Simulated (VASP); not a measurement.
# Pb (P6_3/mmc) in VASP: further runs, part 2 of 3

VASP 6.6.1. Earlier steps stand in the parts before.

### Step 4. Relaxation of cell and atoms, PBEsol, target pressure 7 GPa, at which the enthalpy is minimised

INCAR reads:

```
PREC = Accurate
ENCUT = 600
EDIFF = 1E-6
ISMEAR = -1
SIGMA = 0.08
LREAL = F
LASPH = T
NELM = 60
ALGO = Normal
ISIF = 3
LWAVE = F
LCHARG = F
GGA = PS
IBRION = 2
NSW = 100
EDIFFG = -0.002
PSTRESS = 70.0
```

KPOINTS reads:

```
Automatic mesh
0
Gamma
  16 16 10
```

POSCAR reads:

```
Pb
1.0
    3.4575336209      0.0000000000      0.0000000000
   -1.7287668104      2.9943119501      0.0000000000
    0.0000000000      0.0000000000      5.7712528970
Pb
2
Direct
    0.3333333333      0.6666666667      0.2500000000
    0.6666666667      0.3333333333      0.7500000000
```

Potentials or basis: VASP PAW PBE potentials, release 64 (Pb_d).

Command:

```console
cat potpaw_PBE.64/Pb_d/POTCAR > POTCAR
mpirun -np 1 vasp_std > vasp.out
```

OUTCAR:

```text
PREC = Accurate
   ENCUT = 600
   EDIFF = 1E-6
   ISMEAR = -1
   LREAL = F
   LASPH = T
   NELM = 60
   ISIF = 3
   GGA = PS
   IBRION = 2
   NSW = 100
   EDIFFG = -0.002
   PSTRESS = 70.0

 ion  position               nearest neighbor table
   1  0.333  0.667  0.250-   2 3.51   2 3.51   2 3.51   2 3.51   2 3.51   2 3.51
   2  0.667  0.333  0.750-   1 3.51   1 3.51   1 3.51   1 3.51   1 3.51   1 3.51

  LATTYP: Found a hexagonal cell.
 ALAT       =     3.4575336209
 C/A-ratio  =     1.6691820036

  Lattice vectors:

 A1 = (   3.4575336209,   0.0000000000,   0.0000000000)
 A2 = (  -1.7287668104,   2.9943119501,   0.0000000000)
 A3 = (   0.0000000000,   0.0000000000,   5.7712528970)

Analysis of symmetry for initial positions (statically):
=====================================================================
 Subroutine PRICEL returns:
 Original cell was already a primitive cell.

 Routine SETGRP: Setting up the symmetry group for a
 hexagonal supercell.

 Subroutine GETGRP returns: Found 24 space group operations
 (whereof 12 operations were pure point group operations)
 out of a pool of 24 trial point group operations.

The static configuration has the point symmetry D_3d.
 The point group associated with its full space group is D_6h.

Analysis of symmetry for dynamics (positions and initial velocities):
=====================================================================
 Subroutine PRICEL returns:
 Original cell was already a primitive cell.

 Routine SETGRP: Setting up the symmetry group for a
 hexagonal supercell.

 Subroutine GETGRP returns: Found 24 space group operations
 (whereof 12 operations were pure point group operations)
 out of a pool of 24 trial point group operations.

The dynamic configuration has the point symmetry D_3d.
 The point group associated with its full space group is D_6h.

 Subroutine INISYM returns: Found 24 space group operations
 (whereof 12 operations are pure point group operations),
 and found     1 'primitive' translations

----------------------------------------------------------------------------------------

                                     Primitive cell

  volume of cell :      59.7494

  direct lattice vectors                    reciprocal lattice vectors
     3.457533621  0.000000000  0.000000000     0.289223507  0.166983270  0.000000000
    -1.728766810  2.994311950  0.000000000     0.000000000  0.333966539  0.000000000
     0.000000000  0.000000000  5.771252897     0.000000000  0.000000000  0.173272601

  length of vectors
     3.457533621  3.457533621  5.771252897     0.333966539  0.333966539  0.173272601

  position of ions in fractional coordinates (direct lattice)
     0.333333333  0.666666667  0.250000000
     0.666666667  0.333333333  0.750000000

  ion indices of the primitive-cell ions
   primitive index   ion index
                 1           1
                 2           2

----------------------------------------------------------------------------------------

 KPOINTS: Automatic mesh

Automatic generation of k-mesh.
 Grid dimensions read from file:
[... 53 lines left out ...]
   NGX,Y,Z   is equivalent  to a cutoff of  13.46, 13.46, 13.83 a.u.
   NGXF,Y,Z  is equivalent  to a cutoff of  26.93, 26.93, 27.65 a.u.
 SYSTEM =  unknown system
   PREC   = accura    normal or accurate (medium, high low for compatibility)
   ISTART =      0    job   : 0-new  1-cont  2-samecut
   ICHARG =      2    charge: 1-file 2-atom 10-const
   ISPIN  =      1    spin polarized calculation?
   LNONCOLLINEAR =      F non collinear calculations
   LSORBIT =      F    spin-orbit coupling
   LASPH  =      T    aspherical Exc in radial PAW
   ENCUT  =  600.0 eV  44.10 Ry    6.64 a.u.   6.91  6.91 11.53*2*pi/ulx,y,z
   NELM   =     60;   NELMIN=  2; NELMDL= -5     # of ELM steps
   EDIFF  = 0.1E-05   stopping-criterion for ELM
   LREAL  =      F    real-space projection
   EDIFFG = -.2E-02   stopping-criterion for IOM
   NSW    =    100    number of steps for IOM
   IBRION =      2    ionic relax: 0-MD 1-quasi-New 2-CG
   NFREE  =      1    steps in history (QN), initial steepest desc. (CG)
   ISIF   =      3    stress and relaxation
   ISYM   =      2    0-nonsym 1-usesym 2-fastsym
   POTIM  = 0.5000    time-step for ionic-motion
   TEBEG  =    0.0;   TEEND  =   0.0 temperature during run
   PSTRESS=   70.0 pullay stress
   NELECT =      28.0000    total number of electrons
   NUPDOWN=      -1.0000    fix difference up-down
   EMIN   =  10.00;   EMAX   =-10.00  energy-range for DOS
   EFERMI =   0.00;   METHOD = LEGACY
   ISMEAR =    -1;   SIGMA  =   0.08  broadening in eV -4-tet -1-fermi 0-gaus
   EFERMI_NEDOS =   21; number of points for ismear=-14 and -15
   IALGO  =     38    algorithm
   IMIX   =      4    mixing-type and parameters
     AMIX     =   0.40;   BMIX     =  1.00
     AMIX_MAG =   1.60;   BMIX_MAG =  1.00
  volume/ion in A,a.u.               =      29.87       201.60
  Fermi-wavevector in a.u.,A,eV,Ry     =   1.271597  2.402971 22.000078  1.616960
  Thomas-Fermi vector in A             =   2.404522
   LORBIT       =      0    0 simple, 1 ext, 2 COOP (PROOUT), +10 PAW based schemes
   GGA     = PS    functional components
   LHFCALC =     F    Hartree Fock is set to
   AEXX    =    0.0000 exact exchange contribution
   IVDW    =     0    specifies the selected vdW correction
   LEPSILON=     F    determine dielectric tensor
   LRPA    =     F    only Hartree local field effects (RPA)
 conjugate gradient relaxation of ions
 non-spin polarized calculation
  energy-cutoff  :      600.00
  volume of cell :       59.75
 maximum number of plane-waves:      2018
 NGX is ok and might be reduce to    28
   NGX = 13   NGY = 13   NGZ = 23

--------------------------------------- Ionic step        1  -------------------------------------------

 number of electron      28.0000006 magnetization

 Free energy of the ion-electron system (eV)
  ---------------------------------------------------
  ext. energy  EPLUGINS =         0.00000000
  ---------------------------------------------------
  free energy    TOTEN  =        -7.98720835 eV

  energy without entropy =       -7.96419106  energy(sigma->0) =       -7.97569971

------------------------ aborting loop because EDIFF is reached ----------------------------------------

  FORCE on cell =-STRESS in cart. coord.  units (eV):
  Direction    XX          YY          ZZ          XY          YZ          ZX
  --------------------------------------------------------------------------------------
  -------------------------------------------------------------------------------------
  Total        0.0117430      0.0117430      0.0041672      0.0000000      0.0000000      0.0000000
  in kB        0.3148883      0.3148883      0.1117420      0.0000000      0.0000000      0.0000000
  external PRESSURE =     -69.7528271 kB  Pullay stress =      70.0000000 kB
[... 97 lines left out ...]
  energy  without entropy=       -7.8462802192  energy(sigma->0) =       -7.85576912

  enthalpy is  TOTEN    =        -5.5299010562 eV   P V=        2.3353569667

[... ionic steps 4 to 28 ...]

--------------------------------------- Ionic step       29  -------------------------------------------

 number of electron      27.9999998 magnetization

------------------------ aborting loop because EDIFF is reached ----------------------------------------
[... 71 lines left out ...]
--------------------------------------- Ionic step       31  -------------------------------------------

 number of electron      27.9999998 magnetization

 Free energy of the ion-electron system (eV)
  ---------------------------------------------------
  ext. energy  EPLUGINS =         0.00000000
  ---------------------------------------------------
  free energy    TOTEN  =        -7.86283947 eV

  energy without entropy =       -7.84380812  energy(sigma->0) =       -7.85332380

 E-fermi :   8.5793     XC(G=0): -10.9704

 val. band max:        8.5600979015   @ k =   0.2500   0.2500   0.5000
 cond. band min:       8.5877200116   @ k =   0.2500  -0.0000   0.0000
 fundamental gap:      0.0276221100
 Fermi energy:         8.5793302212

 k-point     1 :       0.0000    0.0000    0.0000
  band No.  band energies     occupation
      1      -8.5817      2.00000
      2      -8.5217      2.00000
      3      -8.4846      2.00000
      4      -8.4846      2.00000
      5      -8.4544      2.00000
      6      -8.4544      2.00000
[... 481 lines left out ...]
      5      -8.3631      2.00000
      6      -8.3097      2.00000
[... 10 lines left out ...]
     17      12.2850      0.00000
     18      12.6636      0.00000

 [... further k-points ...]

------------------------ aborting loop because EDIFF is reached ----------------------------------------

  FORCE on cell =-STRESS in cart. coord.  units (eV):
  Direction    XX          YY          ZZ          XY          YZ          ZX
  --------------------------------------------------------------------------------------
  -------------------------------------------------------------------------------------
  Total        2.3293274      2.3293274      2.3311107      0.0000000     -0.0000000      0.0000000
  in kB       69.8922456     69.8922456     69.9457550      0.0000000     -0.0000000      0.0000000
  external PRESSURE =      -0.0899179 kB  Pullay stress =      70.0000000 kB
[... 21 lines left out ...]
  energy  without entropy=       -7.8438081242  energy(sigma->0) =       -7.85332380

  enthalpy is  TOTEN    =        -5.5299209340 eV   P V=        2.3329185347

 reached required accuracy - stopping structural energy minimisation
```

OSZICAR:

```text
N       E                     dE             d eps       ncg     rms          rms(c)
DAV:   1     0.291144793761E+03    0.29114E+03   -0.15897E+04  6482   0.211E+03
[... 167 lines left out ...]
DAV:   2    -0.786331176757E+01    0.13144E-07   -0.94374E-08  3252   0.589E-03
  30 F= -.55299207E+01 E0= -.55204004E+01  d E =0.369311E-07
       N       E                     dE             d eps       ncg     rms          rms(c)
DAV:   1    -0.786285332135E+01    0.45846E-03   -0.44648E-04  6972   0.407E-01    0.192E-02
DAV:   2    -0.786284095115E+01    0.12370E-04   -0.26739E-05  6956   0.991E-02    0.704E-03
DAV:   3    -0.786283921520E+01    0.17359E-05   -0.80667E-06  6496   0.518E-02    0.645E-04
DAV:   4    -0.786283946868E+01   -0.25347E-06   -0.23687E-07  3252   0.522E-03
  31 F= -.55299209E+01 E0= -.55204053E+01  d E =-.213863E-06
```

CONTCAR:

```text
Pb
   1.00000000000000
     3.3314610477677089    0.0000000000143526    0.0000000000000000
    -1.6657305238232478    2.8851298990221905   -0.0000000000000000
    -0.0000000000000000   -0.0000000000000000    5.5553574064325835
  Pb
     2
Direct
     0.3333333332999970    0.6666666667000030    0.2500000000000000
     0.6666666667000030    0.3333333332999970    0.7500000000000000

  0.00000000E+00  0.00000000E+00  0.00000000E+00
  0.00000000E+00  0.00000000E+00  0.00000000E+00
```

Wall time 13 min (1 thread of AMD EPYC 9R45 (Zen 5), shared host); peak memory 0.32 GiB.

What came out:

```
Free energy                                                : -7.8628 eV
Relaxed volume                                             : 26.70 Å³/atom
Relaxed cell                                               : a = 3.331 Å, b = 3.331 Å, c = 5.555 Å, α = 90.00°, β = 90.00°, γ = 120.00°
Space group after relaxing (to 0.1 Å)                      : P6_3/mmc (No. 194)
Energy change on relaxing (the run minimises the enthalpy) : +62.2 meV/atom
Ionic steps                                                : 31
Pressure after relaxing                                    : 7.0 GPa
Band gap on the k mesh                                     : zero (bands 14 and 15 overlap by 8.60 eV)
```

Step by step:
```
step  energy change (eV)  largest force (eV/Å)  pressure (GPa)  volume (Å³)
   1              0.0000                0.0000            0.02        59.75
   2              0.4032                0.0000           14.82        49.19
   3              0.1220                0.0000            6.92        53.45
   4              0.1273                0.0000            7.10        53.33
   5              0.1222                0.0000            6.94        53.45
   6              0.1238                0.0000            6.94        53.41
   7              0.1249                0.0000            6.99        53.38
   8              0.1249                0.0000            7.03        53.38
   9              0.1244                0.0000            7.02        53.40
  10              0.1241                0.0000            7.00        53.40
  11              0.1240                0.0000            7.03        53.41
  12              0.1239                0.0000            7.01        53.41
  13              0.1239                0.0000            6.99        53.41
  14              0.1238                0.0000            6.99        53.41
  15              0.1238                0.0000            6.99        53.41
  16              0.1238                0.0000            6.99        53.41
  17              0.1238                0.0000            6.98        53.41
  18              0.1238                0.0000            6.99        53.41
  19              0.1238                0.0000            6.99        53.41
  20              0.1238                0.0000            6.99        53.41
  21              0.1246                0.0000            6.99        53.39
  22              0.1257                0.0000            7.02        53.37
  23              0.1249                0.0000            7.04        53.38
  24              0.1246                0.0000            7.02        53.39
  25              0.1246                0.0000            7.02        53.39
  26              0.1239                0.0000            7.01        53.41
  27              0.1236                0.0000            6.98        53.41
  28              0.1238                0.0000            6.98        53.41
  29              0.1239                0.0000            6.96        53.41
  30              0.1239                0.0000            6.98        53.41
  31              0.1244                0.0000            6.99        53.40
```

Final structure:
```
CELL_PARAMETERS angstrom
3.33146 0.00000 0.00000
-1.66573 2.88513 0.00000
0.00000 0.00000 5.55536
ATOMIC_POSITIONS crystal
Pb 0.33333 0.66667 0.25000
Pb 0.66667 0.33333 0.75000
```

Caveat: the cell is relaxed towards a set pressure, so the run minimises the enthalpy, not the energy; the PAW data sets were made with another functional, which shifts forces and pressure a little; spin-orbit coupling is left out, which moves the levels of the heavy elements.

(Continued in part 3 of 3.)
